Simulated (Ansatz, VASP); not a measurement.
# Two plane-wave programs on KI

POSCAR

```
KI
1.0
    0.0000000000      3.4911199532      3.5584596515
    3.4911199532      0.0000000000      3.5584596515
    3.4911199532      3.4911199532      0.0000000000
K I
1 1
Direct
    0.0000000000      0.0000000000      0.0000000000
    0.5000000000      0.5000000000      0.5000000000
```

Contents of INCAR.step1:

```
  PREC = Accurate
  ENCUT = 520
  EDIFF = 1E-5
  ISMEAR = 0
  SIGMA = 0.01
  LREAL = False
  LASPH = True
  NELM = 80
  ALGO = Normal
  ISIF = 2
  LWAVE = True
  LCHARG = False
  NBANDS = 15
  GGA = PE
```

File INCAR.step2:

```
  PREC = Accurate
  ENCUT = 520
  EDIFF = 1E-6
  ISMEAR = 0
  SIGMA = 0.01
  LREAL = False
  LASPH = True
  NELM = 80
  ALGO = Normal
  ISIF = 2
  LWAVE = False
  LCHARG = False
  GGA = PE
  LHFCALC = True
  HFSCREEN = 0.2079
  PRECFOCK = Normal
  NBANDS = 15
  ISTART = 1
```

KPOINTS

```
Automatic mesh
0
Gamma
  4 4 4
```

Input for Ansatz:

```yaml
crystal:
  lattice:
    - [0.0, 3.4911199532, 3.5584596515]
    - [3.4911199532, 0.0, 3.5584596515]
    - [3.4911199532, 3.4911199532, 0.0]
  atoms:
    - { symbol: K, position: [0.0, 0.0, 0.0] }
    - { symbol: I, position: [0.5, 0.5, 0.5] }
kpoints:
  mp_grid: { grid: [4, 4, 4] }
  band_path:
    path:
      - [0.0, 0.0, 0.0]
      - [0.5, 0.0, 0.5]
      - [0.625, 0.25, 0.625]
      - [0.375, 0.375, 0.75]
      - [0.5, 0.5, 0.5]
      - [0.5, 0.25, 0.75]
    npoints: 1
hamiltonian:
  xc: hse06
scf:
  occupations: { method: fixed }
  n_extra_bands: 4
output:
  forces: true
  stress: true
  eigenvalues: true
```

Change from the starting cell: epitaxial_xy strain -1.5%.

Alike in both runs: task single point; functional HSE06; k mesh 4 × 4 × 4; no spin polarisation.

```csv
,VASP,Ansatz
version,VASP 6.6.1,Ansatz 0.2.0
potentials or method,"VASP PAW PBE potentials, release 64 (K_sv, I)","plane waves, PAW"
plane-wave cutoff (eV),520,420
occupations,"gaussian, width 0.01 eV",fixed
valence electrons in the cell,16,26
```

```csv
,VASP,Ansatz,Ansatz less VASP
gap on the k mesh at the Fermi level (eV),4.99,5.01,+0.012
pressure (GPa),0.7,0.6,-0.01
"traceless stress, the component that is largest in VASP (GPa)",-0.36,-0.35,+0.003
```

VASP's potentials hold 16 valence electrons a cell and Ansatz's 26, so a difference there can come from the potentials and not from the codes. Ansatz's warnings: stress exchange threshold loose, stress scf threshold loose.

Neither program's run includes spin-orbit coupling.
